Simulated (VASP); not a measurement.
# GaSb3 (C2/m) in VASP: notebook, part 2 of 3

VASP 6.6.1. Earlier steps stand in the parts before.

## Step 3: Single point, LDA (engineering shear strain xz -0.0800, normal strain along z +0.0733)

INCAR

```
PREC = Accurate
ENCUT = 520
EDIFF = 1E-7
ISMEAR = 0
SIGMA = 0.15
LREAL = False
LASPH = True
NELM = 80
ALGO = Normal
ISIF = 2
LWAVE = False
LCHARG = False
GGA = CA
NBANDS = 22
```

KPOINTS

```
regular mesh
0
Gamma
  10 10 10
```

POSCAR

```
GaSb3
1.0
   -0.1448800451      3.6220011279      3.8874938106
    3.4771210828      0.0000000000      3.7426137655
    3.6220011279      3.6220011279     -0.1448800451
Ga Sb
1 3
Direct
    0.0000000000      0.0000000000      0.0000000000
    0.2500000000      0.2500000000      0.2500000000
    0.7500000000      0.7500000000      0.7500000000
    0.5000000000      0.5000000000      0.5000000000
```

Potentials or basis: VASP PAW LDA potentials, release 64 (Ga_d, Sb).

Run with:

```
$ cat potpaw_LDA.64/Ga_d/POTCAR potpaw_LDA.64/Sb/POTCAR > POTCAR
$ mpirun -np 1 vasp_std > vasp.out
```

OUTCAR:

```text
PREC = Accurate
   ENCUT = 520
   EDIFF = 1E-7
   ISMEAR = 0
   LREAL = False
   LASPH = True
   NELM = 80
   ISIF = 2
   GGA = CA

 ion  position               nearest neighbor table
   1  0.000  0.000  0.000-   3 3.13   2 3.13   3 3.13   2 3.13   3 3.30   2 3.30   3 3.30   2 3.30

   2  0.250  0.250  0.250-   1 3.13   1 3.13   4 3.13   4 3.13   1 3.30   4 3.30   1 3.30   4 3.30
                             3 3.62   3 3.62   3 3.62   3 3.62
   3  0.750  0.750  0.750-   4 3.13   1 3.13   4 3.13   1 3.13   4 3.30   1 3.30   4 3.30   1 3.30
                             2 3.62   2 3.62   2 3.62   2 3.62
   4  0.500  0.500  0.500-   2 3.13   2 3.13   3 3.13   3 3.13   2 3.30   3 3.30   2 3.30   3 3.30

  LATTYP: Found a base centered monoclinic cell.
 ALAT       =     7.2497951414
 B/A-ratio  =     0.9992009587
 C/A-ratio  =     0.7046508143
 COS(beta)  =    -0.6508191438

  Lattice vectors:

 A1 = (  -3.6220011279,   3.6220011279,   0.1448800451)
 A2 = (  -3.6220011279,  -3.6220011279,   0.1448800451)
 A3 = (   3.4771210828,   0.0000000000,   3.7426137655)

Analysis of symmetry for initial positions (statically):
=====================================================================
 Subroutine PRICEL returns:
 Original cell was already a primitive cell.

 Routine SETGRP: Setting up the symmetry group for a
 base centered monoclinic supercell.

 Subroutine GETGRP returns: Found  4 space group operations
 (whereof  4 operations were pure point group operations)
 out of a pool of  4 trial point group operations.

The static configuration has the point symmetry C_2h.

Analysis of symmetry for dynamics (positions and initial velocities):
=====================================================================
 Subroutine PRICEL returns:
 Original cell was already a primitive cell.

 Routine SETGRP: Setting up the symmetry group for a
 base centered monoclinic supercell.

 Subroutine GETGRP returns: Found  4 space group operations
 (whereof  4 operations were pure point group operations)
 out of a pool of  4 trial point group operations.

The dynamic configuration has the point symmetry C_2h.

 Subroutine INISYM returns: Found  4 space group operations
 (whereof  4 operations are pure point group operations),
 and found     1 'primitive' translations

----------------------------------------------------------------------------------------

                                     Primitive cell

  volume of cell :     101.8472

  direct lattice vectors                    reciprocal lattice vectors
    -0.144880045  3.622001128  3.887493811    -0.133098948  0.138045236  0.123657205
     3.477121083  0.000000000  3.742613765     0.143403715 -0.138045236  0.133961972
     3.622001128  3.622001128 -0.144880045     0.133098948  0.138045236 -0.123657205

  length of vectors
     5.315307190  5.108574050  5.124331622     0.228173007  0.239931079  0.228173007

  position of ions in fractional coordinates (direct lattice)
     0.000000000  0.000000000  0.000000000
     0.250000000  0.250000000  0.250000000
     0.750000000  0.750000000  0.750000000
     0.500000000  0.500000000  0.500000000

  ion indices of the primitive-cell ions
   primitive index   ion index
                 1           1
                 2           2
                 3           3
                 4           4

[... 24 lines left out ...]
 Found    282 irreducible k-points:

 Following reciprocal coordinates:
            Coordinates               Weight
  0.000000  0.000000  0.000000      1.000000
  0.100000  0.000000 -0.000000      4.000000
  0.200000  0.000000 -0.000000      4.000000
  0.300000 -0.000000 -0.000000      4.000000
  0.400000  0.000000  0.000000      4.000000
  0.500000  0.000000  0.000000      2.000000
[... 16 lines left out ...]
 -0.400000  0.200000 -0.000000      4.000000
 -0.300000  0.200000  0.000000      4.000000
 [... further k-points ...]
   k-points           NKPTS =    282   k-points in BZ     NKDIM =    282   number of bands    NBANDS=     22
   number of dos      NEDOS =    301   number of ions     NIONS =      4
   total plane-waves  NPLWV =  64000
   dimension x,y,z NGX =    40 NGY =   40 NGZ =   40
   dimension x,y,z NGXF=    80 NGYF=   80 NGZF=   80
   ions per type =               1   3
   NGX,Y,Z   is equivalent  to a cutoff of  12.51, 13.02, 12.98 a.u.
   NGXF,Y,Z  is equivalent  to a cutoff of  25.02, 26.03, 25.95 a.u.
 SYSTEM =  unknown system
   PREC   = accura    normal or accurate (medium, high low for compatibility)
   ISTART =      0    job   : 0-new  1-cont  2-samecut
   ICHARG =      2    charge: 1-file 2-atom 10-const
   ISPIN  =      1    spin polarized calculation?
   LNONCOLLINEAR =      F non collinear calculations
   LSORBIT =      F    spin-orbit coupling
   LASPH  =      T    aspherical Exc in radial PAW
   ENCUT  =  520.0 eV  38.22 Ry    6.18 a.u.   9.88  9.50  9.53*2*pi/ulx,y,z
   NELM   =     80;   NELMIN=  2; NELMDL= -5     # of ELM steps
   EDIFF  = 0.1E-06   stopping-criterion for ELM
   LREAL  =      F    real-space projection
   EDIFFG = 0.1E-05   stopping-criterion for IOM
   NSW    =      0    number of steps for IOM
   IBRION =     -1    ionic relax: 0-MD 1-quasi-New 2-CG
   NFREE  =      0    steps in history (QN), initial steepest desc. (CG)
   ISIF   =      2    stress and relaxation
   ISYM   =      2    0-nonsym 1-usesym 2-fastsym
   POTIM  = 0.5000    time-step for ionic-motion
   TEBEG  =    0.0;   TEEND  =   0.0 temperature during run
   PSTRESS=    0.0 pullay stress
   NELECT =      28.0000    total number of electrons
   NUPDOWN=      -1.0000    fix difference up-down
   EMIN   =  10.00;   EMAX   =-10.00  energy-range for DOS
   EFERMI =   0.00;   METHOD = LEGACY
   ISMEAR =     0;   SIGMA  =   0.15  broadening in eV -4-tet -1-fermi 0-gaus
   EFERMI_NEDOS =   21; number of points for ismear=-14 and -15
   IALGO  =     38    algorithm
   IMIX   =      4    mixing-type and parameters
     AMIX     =   0.40;   BMIX     =  1.00
     AMIX_MAG =   1.60;   BMIX_MAG =  1.00
  volume/ion in A,a.u.               =      25.46       171.82
  Fermi-wavevector in a.u.,A,eV,Ry     =   1.064497  2.011608 15.417500  1.133154
  Thomas-Fermi vector in A             =   2.200018
   LORBIT       =      0    0 simple, 1 ext, 2 COOP (PROOUT), +10 PAW based schemes
   GGA     = CA    functional components
   LHFCALC =     F    Hartree Fock is set to
   AEXX    =    0.0000 exact exchange contribution
   IVDW    =     0    specifies the selected vdW correction
   LEPSILON=     F    determine dielectric tensor
   LRPA    =     F    only Hartree local field effects (RPA)
 non-spin polarized calculation
 Gauss-broadening in eV      SIGMA  =   0.15
  energy-cutoff  :      520.00
  volume of cell :      101.85
 maximum number of plane-waves:      2763
   NGX = 19   NGY = 19   NGZ = 19

 number of electron      27.9999990 magnetization

 Free energy of the ion-electron system (eV)
  ---------------------------------------------------
  ext. energy  EPLUGINS =         0.00000000
  ---------------------------------------------------
  free energy    TOTEN  =       -17.19271274 eV

  energy without entropy =      -17.16286896  energy(sigma->0) =      -17.17779085

 E-fermi :   7.5133     XC(G=0): -10.4465

 val. band max:        7.5119581464   @ k =   0.4000  -0.1000   0.2000
 cond. band min:       7.5159071061   @ k =   0.1000  -0.4000   0.3000
 fundamental gap:      0.0039489597
 Fermi energy:         7.5132724724

 k-point     1 :       0.0000    0.0000    0.0000
  band No.  band energies     occupation
      1      -7.3679      2.00000
      2      -7.3640      2.00000
      3      -7.3624      2.00000
      4      -7.3540      2.00000
      5      -7.3463      2.00000
      6      -5.0656      2.00000
[... 589 lines left out ...]
     21      12.6043      0.00000
     22      14.9993      0.00000

 [... further k-points ...]

------------------------ aborting loop because EDIFF is reached ----------------------------------------

  FORCE on cell =-STRESS in cart. coord.  units (eV):
  Direction    XX          YY          ZZ          XY          YZ          ZX
  --------------------------------------------------------------------------------------
  -------------------------------------------------------------------------------------
  Total       -1.7733541     -1.7570604     -2.4365094      0.0000000      0.0000000      0.6798876
  in kB      -27.8969725    -27.6406540    -38.3291957      0.0000000      0.0000000     10.6954424
  external PRESSURE =     -31.2889407 kB  Pullay stress =       0.0000000 kB

 VOLUME and BASIS-vectors are now :
 -----------------------------------------------------------------------------
  energy-cutoff  :      520.00
  volume of cell :      101.85
      direct lattice vectors                 reciprocal lattice vectors
    -0.144880045  3.622001128  3.887493811    -0.133098948  0.138045236  0.123657205
     3.477121083  0.000000000  3.742613765     0.143403715 -0.138045236  0.133961972
     3.622001128  3.622001128 -0.144880045     0.133098948  0.138045236 -0.123657205

 POSITION                                       TOTAL-FORCE (eV/Angst)
 -----------------------------------------------------------------------------------
      0.00000      0.00000      0.00000         0.000000      0.000000      0.000000
      1.73856      1.81100      1.87131        -0.000000     -0.151595     -0.000000
      5.21568      5.43300      5.61392         0.000000      0.151595      0.000000
      3.47712      3.62200      3.74261        -0.000000      0.000000      0.000000
 -----------------------------------------------------------------------------------
    total drift:                               -0.000000      0.000000      0.000000

  FREE ENERGIE OF THE ION-ELECTRON SYSTEM (eV)
  ---------------------------------------------------
  free  energy   TOTEN  =       -17.1927127436 eV

  energy  without entropy=      -17.1628689595  energy(sigma->0) =      -17.17779085
```

OSZICAR:

```text
N       E                     dE             d eps       ncg     rms          rms(c)
DAV:   1     0.162910892943E+03    0.16291E+03   -0.11570E+04 12916   0.134E+03
DAV:   2    -0.104786036680E+01   -0.16396E+03   -0.15786E+03 13790   0.320E+02
DAV:   3    -0.167561400045E+02   -0.15708E+02   -0.15237E+02 15220   0.829E+01
DAV:   4    -0.172235779730E+02   -0.46744E+00   -0.46523E+00 14048   0.150E+01
DAV:   5    -0.172352421158E+02   -0.11664E-01   -0.11661E-01 15786   0.245E+00    0.345E+00
DAV:   6    -0.172044951661E+02    0.30747E-01   -0.38304E-02 15896   0.183E+00    0.191E+00
DAV:   7    -0.171930773939E+02    0.11418E-01   -0.22405E-02 14784   0.976E-01    0.153E-01
DAV:   8    -0.171927290428E+02    0.34835E-03   -0.18464E-03 14646   0.397E-01    0.637E-02
DAV:   9    -0.171927141861E+02    0.14857E-04   -0.13896E-04 15002   0.701E-02    0.127E-02
DAV:  10    -0.171927127055E+02    0.14806E-05   -0.12232E-05 14666   0.364E-02    0.515E-03
DAV:  11    -0.171927127436E+02   -0.38063E-07   -0.84370E-07 17296   0.647E-03
   1 F= -.17192713E+02 E0= -.17177791E+02  d E =-.298438E-01
```

stdout:

```text
POSCAR found type information on POSCAR GaSb
 POSCAR found :  2 types and       4 ions
 scaLAPACK will be used
 LDA part: xc-table for (Slater(with rela. corr.)+CA(PZ))
 , standard interpolation
 POSCAR, INCAR and KPOINTS ok, starting setup
 FFT: planning ... GRIDC
 FFT: planning ... GRID_SOFT
 FFT: planning ... GRID
 WAVECAR not read
 entering main loop
```

Run time: 11 min. Hardware: 1 thread of Intel Xeon 6975P-C (Granite Rapids), shared host; peak memory 0.64 GiB.

What came out:

| Item | Value |
| --- | --- |
| Free energy | -17.1927 eV |
| Pressure | -3.1 GPa |
| Largest force | 0.152 eV/Å |
| Band gap on the k mesh | zero (bands 14 and 15 overlap by 4.00 eV) |

Forces on the atoms (eV/Å):
```
Ga   0.000  0.000  0.000
Sb   0.000 -0.152  0.000
Sb   0.000  0.152  0.000
Sb   0.000  0.000  0.000
```

Caveat: the cell differs from its parent crystal (engineering shear strain xz -0.0800, normal strain along z +0.0733); the cell stands under tension; spin-orbit coupling is left out, which moves the levels of the heavy elements.

(Part 2 of 3 ends here.)
